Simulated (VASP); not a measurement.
# BiIr (zincblende type) (F-43m) in VASP: further runs

Runs on BiIr (zincblende type). Level: PBEsol. Tasks: single point.

Everything below comes from runs of VASP 6.6.1. Logs are shortened: lines on timing, memory, paths and dates and some standing lists are left out, and cuts for length are marked.

### 1 The cell of the first run

Symmetry: F-43m, No. 216, cubic system. The conventional cell has a = 6.048 Å, b = 6.048 Å, c = 6.048 Å, α = 90.00°, β = 90.00°, γ = 90.00°. Within 3.5 Å of Ir (site symmetry -43m) lie 4 Bi at 2.62 Å. Bi (site symmetry -43m) has 4 Ir at 2.62 Å within 3.5 Å.

### 2 Single point, PBEsol

INCAR

```
PREC     = Accurate       # precision mode
ENCUT    = 520            # plane-wave cutoff, eV
EDIFF    = 1E-6           # SCF threshold, eV
ISMEAR   = -1             # smearing method
SIGMA    = 0.1            # smearing width, eV
LREAL    = F              # projectors in reciprocal space
LASPH    = T              # aspherical terms in the spheres
NELM     = 80             # most SCF steps
ALGO     = Normal         # electronic algorithm
ISIF     = 2              # what is computed and relaxed
LWAVE    = F              # write WAVECAR
LCHARG   = F              # write CHGCAR
GGA      = PS             # functional
NBANDS   = 19             # bands
```

KPOINTS

```
Automatic mesh
0
Gamma
  12 12 12
```

POSCAR

```
BiIr
1.0
    0.0000000000      3.0239384880      3.0239384880
    3.0239384880      0.0000000000      3.0239384880
    3.0239384880      3.0239384880      0.0000000000
Ir Bi
1 1
Direct
    0.0000000000      0.0000000000      0.0000000000
    0.2500000000      0.2500000000      0.2500000000
```

Potentials or basis: VASP PAW PBE potentials, release 64 (Ir, Bi_d).

The run is started by

```console
> cat potpaw_PBE.64/Ir/POTCAR potpaw_PBE.64/Bi_d/POTCAR > POTCAR
> mpirun -np 1 vasp_std > vasp.out
```

OUTCAR:

```text
PREC = Accurate
   ENCUT = 520
   EDIFF = 1E-6
   ISMEAR = -1
   LREAL = F
   LASPH = T
   NELM = 80
   ISIF = 2
   GGA = PS

 ion  position               nearest neighbor table
   1  0.000  0.000  0.000-   2 2.62   2 2.62   2 2.62   2 2.62
   2  0.250  0.250  0.250-   1 2.62   1 2.62   1 2.62   1 2.62

  LATTYP: Found a face centered cubic cell.
 ALAT       =     6.0478769760

  Lattice vectors:

 A1 = (   0.0000000000,   3.0239384880,   3.0239384880)
 A2 = (   3.0239384880,   0.0000000000,   3.0239384880)
 A3 = (   3.0239384880,   3.0239384880,   0.0000000000)

Analysis of symmetry for initial positions (statically):
=====================================================================
 Subroutine PRICEL returns:
 Original cell was already a primitive cell.

 Routine SETGRP: Setting up the symmetry group for a
 face centered cubic supercell.

 Subroutine GETGRP returns: Found 24 space group operations
 (whereof 24 operations were pure point group operations)
 out of a pool of 48 trial point group operations.

The static configuration has the point symmetry T_d .

Analysis of symmetry for dynamics (positions and initial velocities):
=====================================================================
 Subroutine PRICEL returns:
 Original cell was already a primitive cell.

 Routine SETGRP: Setting up the symmetry group for a
 face centered cubic supercell.

 Subroutine GETGRP returns: Found 24 space group operations
 (whereof 24 operations were pure point group operations)
 out of a pool of 48 trial point group operations.

The dynamic configuration has the point symmetry T_d .

 Subroutine INISYM returns: Found 24 space group operations
 (whereof 24 operations are pure point group operations),
 and found     1 'primitive' translations

----------------------------------------------------------------------------------------

                                     Primitive cell

  volume of cell :      55.3030

  direct lattice vectors                    reciprocal lattice vectors
     0.000000000  3.023938488  3.023938488    -0.165347279  0.165347279  0.165347279
     3.023938488  0.000000000  3.023938488     0.165347279 -0.165347279  0.165347279
     3.023938488  3.023938488  0.000000000     0.165347279  0.165347279 -0.165347279

  length of vectors
     4.276494822  4.276494822  4.276494822     0.286389888  0.286389888  0.286389888

  position of ions in fractional coordinates (direct lattice)
     0.000000000  0.000000000  0.000000000
     0.250000000  0.250000000  0.250000000

  ion indices of the primitive-cell ions
   primitive index   ion index
                 1           1
                 2           2

----------------------------------------------------------------------------------------

 KPOINTS: Automatic mesh

Automatic generation of k-mesh.
 Grid dimensions read from file:
 generate k-points for:   12   12   12

 Generating k-lattice:

  Cartesian coordinates                     Fractional coordinates (reciprocal lattice)
    -0.013778940  0.013778940  0.013778940     0.083333333  0.000000000  0.000000000
     0.013778940 -0.013778940  0.013778940     0.000000000  0.083333333  0.000000000
     0.013778940  0.013778940 -0.013778940     0.000000000  0.000000000  0.083333333

  Length of vectors
     0.023865824  0.023865824  0.023865824

  Shift w.r.t. Gamma in fractional coordinates (k-lattice)
     0.000000000  0.000000000  0.000000000

 Subroutine IBZKPT returns following result:
 ===========================================

 Found     72 irreducible k-points:

 Following reciprocal coordinates:
            Coordinates               Weight
  0.000000  0.000000  0.000000      1.000000
  0.083333  0.000000  0.000000      8.000000
  0.166667  0.000000  0.000000      8.000000
  0.250000  0.000000  0.000000      8.000000
  0.333333  0.000000  0.000000      8.000000
  0.416667  0.000000  0.000000      8.000000
[... 16 lines left out ...]
  0.500000  0.166667  0.000000     24.000000
 -0.416667  0.166667  0.000000     24.000000
 [... further k-points ...]
   k-points           NKPTS =     72   k-points in BZ     NKDIM =     72   number of bands    NBANDS=     19
   number of dos      NEDOS =    301   number of ions     NIONS =      2
   total plane-waves  NPLWV =  32768
   dimension x,y,z NGX =    32 NGY =   32 NGZ =   32
   dimension x,y,z NGXF=    64 NGYF=   64 NGZF=   64
   ions per type =               1   1
   NGX,Y,Z   is equivalent  to a cutoff of  12.44, 12.44, 12.44 a.u.
   NGXF,Y,Z  is equivalent  to a cutoff of  24.88, 24.88, 24.88 a.u.
 SYSTEM =  unknown system
   PREC   = accura    normal or accurate (medium, high low for compatibility)
   ISTART =      0    job   : 0-new  1-cont  2-samecut
   ICHARG =      2    charge: 1-file 2-atom 10-const
   ISPIN  =      1    spin polarized calculation?
   LNONCOLLINEAR =      F non collinear calculations
   LSORBIT =      F    spin-orbit coupling
   LASPH  =      T    aspherical Exc in radial PAW
   ENCUT  =  520.0 eV  38.22 Ry    6.18 a.u.   7.95  7.95  7.95*2*pi/ulx,y,z
   NELM   =     80;   NELMIN=  2; NELMDL= -5     # of ELM steps
   EDIFF  = 0.1E-05   stopping-criterion for ELM
   LREAL  =      F    real-space projection
   EDIFFG = 0.1E-04   stopping-criterion for IOM
   NSW    =      0    number of steps for IOM
   IBRION =     -1    ionic relax: 0-MD 1-quasi-New 2-CG
   NFREE  =      0    steps in history (QN), initial steepest desc. (CG)
   ISIF   =      2    stress and relaxation
   ISYM   =      2    0-nonsym 1-usesym 2-fastsym
   POTIM  = 0.5000    time-step for ionic-motion
   TEBEG  =    0.0;   TEEND  =   0.0 temperature during run
   PSTRESS=    0.0 pullay stress
   NELECT =      24.0000    total number of electrons
   NUPDOWN=      -1.0000    fix difference up-down
   EMIN   =  10.00;   EMAX   =-10.00  energy-range for DOS
   EFERMI =   0.00;   METHOD = LEGACY
   ISMEAR =    -1;   SIGMA  =   0.10  broadening in eV -4-tet -1-fermi 0-gaus
   EFERMI_NEDOS =   21; number of points for ismear=-14 and -15
   IALGO  =     38    algorithm
   IMIX   =      4    mixing-type and parameters
     AMIX     =   0.40;   BMIX     =  1.00
     AMIX_MAG =   1.60;   BMIX_MAG =  1.00
  volume/ion in A,a.u.               =      27.65       186.60
  Fermi-wavevector in a.u.,A,eV,Ry     =   1.239450  2.342221 20.901759  1.536236
  Thomas-Fermi vector in A             =   2.373933
   LORBIT       =      0    0 simple, 1 ext, 2 COOP (PROOUT), +10 PAW based schemes
   GGA     = PS    functional components
   LHFCALC =     F    Hartree Fock is set to
   AEXX    =    0.0000 exact exchange contribution
   IVDW    =     0    specifies the selected vdW correction
   LEPSILON=     F    determine dielectric tensor
   LRPA    =     F    only Hartree local field effects (RPA)
 non-spin polarized calculation
  energy-cutoff  :      520.00
  volume of cell :       55.30
 maximum number of plane-waves:      1524
   NGX = 15   NGY = 15   NGZ = 15

 number of electron      23.9999998 magnetization

 Free energy of the ion-electron system (eV)
  ---------------------------------------------------
  ext. energy  EPLUGINS =         0.00000000
  ---------------------------------------------------
  free energy    TOTEN  =       -12.60705368 eV

  energy without entropy =      -12.56623318  energy(sigma->0) =      -12.58664343

 E-fermi :   5.4789     XC(G=0): -10.3130

 val. band max:        5.4770433568   @ k =  -0.4167   0.3333   0.1667
 cond. band min:       5.4905435380   @ k =   0.5000   0.5000   0.0000
 fundamental gap:      0.0135001813
 Fermi energy:         5.4788881444

 k-point     1 :       0.0000    0.0000    0.0000
  band No.  band energies     occupation
      1     -17.0438      2.00000
      2     -17.0438      2.00000
      3     -17.0438      2.00000
      4     -16.9924      2.00000
      5     -16.9924      2.00000
      6      -6.7070      2.00000
[... 11 lines left out ...]
     18      12.3398      0.00000
     19      13.6834      0.00000

 k-point     2 :       0.0833    0.0000    0.0000
  band No.  band energies     occupation
      1     -17.0449      2.00000
      2     -17.0437      2.00000
      3     -17.0437      2.00000
      4     -16.9918      2.00000
      5     -16.9918      2.00000
      6      -6.6491      2.00000
[... 11 lines left out ...]
     18      12.5900      0.00000
     19      14.4556      0.00000

 k-point     3 :       0.1667    0.0000    0.0000
  band No.  band energies     occupation
      1     -17.0479      2.00000
      2     -17.0434      2.00000
      3     -17.0434      2.00000
      4     -16.9906      2.00000
      5     -16.9906      2.00000
      6      -6.4846      2.00000
[... 11 lines left out ...]
     18      13.0664      0.00000
     19      14.7770      0.00000

 k-point     4 :       0.2500    0.0000    0.0000
  band No.  band energies     occupation
      1     -17.0520      2.00000
      2     -17.0429      2.00000
      3     -17.0429      2.00000
      4     -16.9889      2.00000
      5     -16.9889      2.00000
      6      -6.2431      2.00000
[... 11 lines left out ...]
     18      13.4691      0.00000
     19      14.6248      0.00000

 k-point     5 :       0.3333    0.0000    0.0000
  band No.  band energies     occupation
      1     -17.0561      2.00000
      2     -17.0421      2.00000
      3     -17.0421      2.00000
      4     -16.9876      2.00000
      5     -16.9876      2.00000
      6      -5.9781      2.00000
[... 11 lines left out ...]
     18      13.6903      0.00000
     19      15.1605      0.00000

 k-point     6 :       0.4167    0.0000    0.0000
  band No.  band energies     occupation
      1     -17.0593      2.00000
      2     -17.0414      2.00000
      3     -17.0414      2.00000
      4     -16.9866      2.00000
      5     -16.9866      2.00000
      6      -5.7656      2.00000
[... 11 lines left out ...]
     18      13.7752      0.00000
     19      16.3960      0.00000

 k-point     7 :       0.5000    0.0000    0.0000
  band No.  band energies     occupation
      1     -17.0604      2.00000
      2     -17.0411      2.00000
      3     -17.0411      2.00000
      4     -16.9863      2.00000
      5     -16.9863      2.00000
      6      -5.6832      2.00000
[... 11 lines left out ...]
     18      13.7949      0.00000
     19      17.2284      0.00000

 k-point     8 :       0.0833    0.0833    0.0000
  band No.  band energies     occupation
      1     -17.0461      2.00000
      2     -17.0432      2.00000
      3     -17.0432      2.00000
      4     -16.9922      2.00000
      5     -16.9911      2.00000
      6      -6.6297      2.00000
[... 256 lines left out ...]
 k-point    20 :       0.2500    0.1667    0.0000
  band No.  band energies     occupation
      1     -17.0554      2.00000
      2     -17.0416      2.00000
      3     -17.0409      2.00000
      4     -16.9920      2.00000
      5     -16.9858      2.00000
      6      -6.2268      2.00000
[... 11 lines left out ...]
     18      14.5481      0.00000
     19      15.4792      0.00000

 k-point    21 :       0.3333    0.1667    0.0000
  band No.  band energies     occupation
      1     -17.0578      2.00000
      2     -17.0426      2.00000
      3     -17.0401      2.00000
      4     -16.9909      2.00000
      5     -16.9840      2.00000
      6      -5.9897      2.00000
[... 11 lines left out ...]
     18      14.8083      0.00000
     19      16.3555      0.00000

 k-point    22 :       0.4167    0.1667    0.0000
  band No.  band energies     occupation
      1     -17.0590      2.00000
      2     -17.0441      2.00000
      3     -17.0397      2.00000
      4     -16.9895      2.00000
      5     -16.9832      2.00000
      6      -5.7565      2.00000
[... 11 lines left out ...]
     18      14.8128      0.00000
     19      16.3328      0.00000

 k-point    23 :       0.5000    0.1667    0.0000
  band No.  band energies     occupation
      1     -17.0590      2.00000
      2     -17.0453      2.00000
      3     -17.0399      2.00000
      4     -16.9881      2.00000
      5     -16.9832      2.00000
      6      -5.6001      2.00000
[... 11 lines left out ...]
     18      14.7923      0.00000
     19      16.3648      0.00000

 k-point    24 :      -0.4167    0.1667    0.0000
  band No.  band energies     occupation
      1     -17.0580      2.00000
      2     -17.0457      2.00000
      3     -17.0407      2.00000
      4     -16.9870      2.00000
      5     -16.9841      2.00000
      6      -5.5788      2.00000
[... 11 lines left out ...]
     18      15.6693      0.00000
     19      16.5653      0.00000

 [... further k-points ...]
[... 5 lines left out ...]
  --------------------------------------------------------------------------------------
  -------------------------------------------------------------------------------------
  Total        0.0433976      0.0433976      0.0433976     -0.0000000      0.0000000      0.0000000
  in kB        1.2572662      1.2572662      1.2572662     -0.0000000      0.0000000      0.0000000
  external PRESSURE =       1.2572662 kB  Pullay stress =       0.0000000 kB

 VOLUME and BASIS-vectors are now :
 -----------------------------------------------------------------------------
  energy-cutoff  :      520.00
  volume of cell :       55.30
      direct lattice vectors                 reciprocal lattice vectors
     0.000000000  3.023938488  3.023938488    -0.165347279  0.165347279  0.165347279
     3.023938488  0.000000000  3.023938488     0.165347279 -0.165347279  0.165347279
     3.023938488  3.023938488  0.000000000     0.165347279  0.165347279 -0.165347279

 POSITION                                       TOTAL-FORCE (eV/Angst)
 -----------------------------------------------------------------------------------
      0.00000      0.00000      0.00000        -0.000000      0.000000     -0.000000
      1.51197      1.51197      1.51197         0.000000     -0.000000      0.000000
 -----------------------------------------------------------------------------------
    total drift:                                0.000000      0.000000      0.000000

  FREE ENERGIE OF THE ION-ELECTRON SYSTEM (eV)
  ---------------------------------------------------
  free  energy   TOTEN  =       -12.6070536807 eV

  energy  without entropy=      -12.5662331781  energy(sigma->0) =      -12.58664343
```

Wall time 27 s (1 thread of Intel Xeon Platinum 8488C (Sapphire Rapids), shared host); peak memory 0.23 GiB.

What came out:

```yaml
Free_energy: -12.6071 eV
Pressure: 0.1 GPa
Band_gap_on_the_k_mesh: zero (band 12 reaches 7.93 eV, above the bottom of band 13 at 4.82 eV)
```

Caveat: the PAW data sets were made with another functional, which shifts forces and pressure a little; spin-orbit coupling is left out, which moves the levels of the heavy elements.

### 3 Single point, PBEsol

INCAR

```
SYSTEM = BiIr
PREC     = Accurate       ! precision mode
ENCUT    = 520            ! plane-wave cutoff, eV
EDIFF    = 1E-6           ! SCF threshold, eV
ISMEAR   = -1             ! smearing method
SIGMA    = 0.1            ! smearing width, eV
LREAL    = .False.        ! projectors in reciprocal space
LASPH    = .True.         ! aspherical terms in the spheres
NELM     = 100            ! most SCF steps
ALGO     = Normal         ! electronic algorithm
ISIF     = 2              ! what is computed and relaxed
LWAVE    = .False.        ! write WAVECAR
LCHARG   = .False.        ! write CHGCAR
GGA      = PS             ! functional
NBANDS   = 19             ! bands
```

KPOINTS

```
regular mesh
0
Gamma
  12 12 12
  0 0 0
```

POSCAR is that of step 2.

Potentials or basis: VASP PAW PBE potentials, release 64 (Ir, Bi_d).

The run is started by

```console
> cat potpaw_PBE.64/Ir/POTCAR potpaw_PBE.64/Bi_d/POTCAR > POTCAR
> mpirun -np 1 vasp_std > vasp.out
```

It took 27 s on 1 thread of Intel Xeon Platinum 8488C (Sapphire Rapids), shared host; peak memory 0.22 GiB.

It converged, with:

```
Free energy            : -12.6071 eV
Pressure               : 0.1 GPa
Band gap on the k mesh : zero (band 12 reaches 7.93 eV, above the bottom of band 13 at 4.82 eV)
```

Levels at points of the mesh, in eV from the Fermi level:
```tsv
k point	band 9	band 10	band 11	band 12	band 13	band 14	band 15	band 16
(0.00, 0.00, 0.00)	-3.53	-1.59	-1.59	2.45	5.11	5.11	5.11	6.86
(0.50, 0.00, 0.00)	-3.22	-1.52	-1.52	-1.37	2.63	2.63	3.85	8.07
(0.50, 0.50, 0.00)	-2.37	-1.76	-1.50	-1.30	0.01	0.01	5.02	5.38
```

Caveat: the PAW data sets were made with another functional, which shifts forces and pressure a little; spin-orbit coupling is left out, which moves the levels of the heavy elements.

### 4 Single point, PBEsol (volume scaled by 0.45)

INCAR

```
SYSTEM = BiIr
  ALGO = Normal
  EDIFF = 1E-6
  ENCUT = 520
  GGA = PS
  ISIF = 2
  ISMEAR = -1
  LASPH = .TRUE.
  LCHARG = .FALSE.
  LREAL = .FALSE.
  LWAVE = .FALSE.
  NBANDS = 19
  NELM = 80
  PREC = Accurate
  SIGMA = 0.1
```

KPOINTS

```
k-points
0
G
  12 12 12
  0 0 0
```

POSCAR

```
BiIr
1.0
    0.0000000000      2.3172725863      2.3172725863
    2.3172725863      0.0000000000      2.3172725863
    2.3172725863      2.3172725863      0.0000000000
Ir Bi
1 1
Direct
    0.0000000000      0.0000000000      0.0000000000
    0.2500000000      0.2500000000      0.2500000000
```

The run is started by

```console
> cat potpaw_PBE.64/Ir/POTCAR potpaw_PBE.64/Bi_d/POTCAR > POTCAR
> mpirun -np 1 vasp_std > vasp.out
```

Wall time 13 s (1 thread of Intel Xeon Platinum 8488C (Sapphire Rapids), shared host); peak memory 0.17 GiB.

It converged, with:

```yaml
Free_energy: 10.7099 eV
Pressure: 499.3 GPa
Band_gap_on_the_k_mesh: zero (band 12 reaches 25.31 eV, above the bottom of band 13 at 17.02 eV)
```

Levels at points of the mesh, in eV from the Fermi level:
```
           k point  band 8  band 9  band 10  band 11  band 12  band 13  band 14  band 15  band 16  band 17
(0.00, 0.00, 0.00)   -8.85   -8.85    -4.50    -4.50     5.41     7.75     7.75     7.75     8.83    13.68
(0.50, 0.00, 0.00)   -8.13   -8.13    -4.70    -4.70    -3.25     4.02     5.77     5.77    13.08    13.08
(0.50, 0.50, 0.00)   -6.08   -5.90    -4.76    -4.76    -1.68    -1.68    -1.17     7.25     9.71    16.62
```

Caveat: the PAW data sets were made with another functional, which shifts forces and pressure a little; spin-orbit coupling is left out, which moves the levels of the heavy elements.

(Continued in part 2 of 2.)
